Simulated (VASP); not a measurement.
# Cd: single point with BLYP+D4

Cd:

```
Cd
1.0
     2.97887    0.00000    0.00000
    -1.48944    2.57978    0.00000
     0.00000    0.00000    5.61765
Cd
2
Direct
  0.66667 0.33333 0.75000
  0.33333 0.66667 0.25000
```

```json
{
  "Program": "VASP 6.6.1",
  "Task": "single point",
  "Functional": "BLYP",
  "Dispersion": "D4",
  "Potentials or basis": "VASP PAW PBE potentials, release 64 (Cd_sv_GW)",
  "Cutoff": "540 eV",
  "k mesh": "10 × 10 × 5",
  "Occupations": "fermi-dirac, width 0.1 eV",
  "Spin": "no spin polarisation"
}
```

| Property | Result |
| --- | --- |
| Pressure | 0.2 GPa |
| Band gap on the k mesh | zero (band 20 reaches 8.04 eV, above the bottom of band 21 at 4.14 eV) |
| Dispersion energy per atom | -0.776 eV |

Stress tensor (GPa, compression positive):
```
 0.64  0.00  0.00
 0.00  0.64  0.00
 0.00  0.00 -0.62
```

Levels at points of the mesh, in eV from the Fermi level:
```tsv
k point	band 18	band 19	band 20	band 21	band 22	band 23
(0.00, 0.00, 0.00)	-8.56	-8.56	-3.08	-2.82	10.37	14.08
(0.50, 0.00, 0.00)	-8.26	-2.18	-1.80	1.97	3.06	3.12
```

Run time: 29 s on 1 thread of Intel(R) Xeon(R) 6975P-C (Granite Rapids), on a shared host, peak memory 0.19 GiB.

Caveat: the PAW data sets were made with another functional, which shifts forces and pressure a little; pairwise dispersion overbinds metals, which lowers pressure and volume.
